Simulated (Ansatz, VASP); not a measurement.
# One calculation of Ag, two programs

Contents of INCAR:

```
SYSTEM = Ag
PREC = Accurate
ENCUT = 520
EDIFF = 1E-6
ISMEAR = -1
SIGMA = 0.08
LREAL = .FALSE.
LASPH = .TRUE.
NELM = 100
ALGO = Normal
ISIF = 2
LWAVE = .FALSE.
LCHARG = .TRUE.
LELF = .TRUE.
LVHAR = .TRUE.
NBANDS = 12
```

KPOINTS

```
regular mesh
0
G
  18 18 18
  0 0 0
```

The input POSCAR:

```
Ag
1.0
    0.0000000000      1.9601080033      1.9601080033
    1.9601080033      0.0000000000      1.9601080033
    1.9601080033      1.9601080033      0.0000000000
Ag
1
Direct
    0.0000000000      0.0000000000      0.0000000000
```

Input for Ansatz:

```yaml
crystal:
  lattice:
    - [0.0, 1.9601080033, 1.9601080033]
    - [1.9601080033, 0.0, 1.9601080033]
    - [1.9601080033, 1.9601080033, 0.0]
  atoms:
    - { symbol: Ag, position: [0.0, 0.0, 0.0] }
kpoints:
  mp_grid: { grid: [18, 18, 18] }
scf:
  occupations: { method: fermi_dirac, width: 0.08 }
hamiltonian:
  xc: lda
  pseudopotentials: { kind: paw }
output:
  forces: true
  stress: true
  eigenvalues: true
  populations: true
  write_density: true
  write_potential: true
  elf: true
  volumetric_format: npy
```

Change from the starting cell: volume scaled by 0.94, PAW files.

Alike in both runs: task single point; functional LDA; k mesh 18 × 18 × 18; occupations fermi-dirac, width 0.08 eV; no spin polarisation.

|  | VASP | Ansatz |
| --- | --- | --- |
| version | VASP 6.6.1 | Ansatz 0.2.0 |
| potentials or method | VASP PAW LDA potentials, release 64 (Ag) | PAW with Ansatz's default frozen-core files, scalar-relativistic |
| plane-wave cutoff (eV) | 520 | 420 |
| valence electrons in the cell | 11 | 19 |

Ansatz gave:

- pressure (GPa): 10.2

Estimate VASP's values.

pressure (GPa): 10.4.

LDA's correlation is that of Perdew and Zunger in VASP and of Perdew and Wang (1992) in Ansatz. VASP's potentials hold 11 valence electrons a cell and Ansatz's 19, so a difference there can come from the potentials and not from the codes.
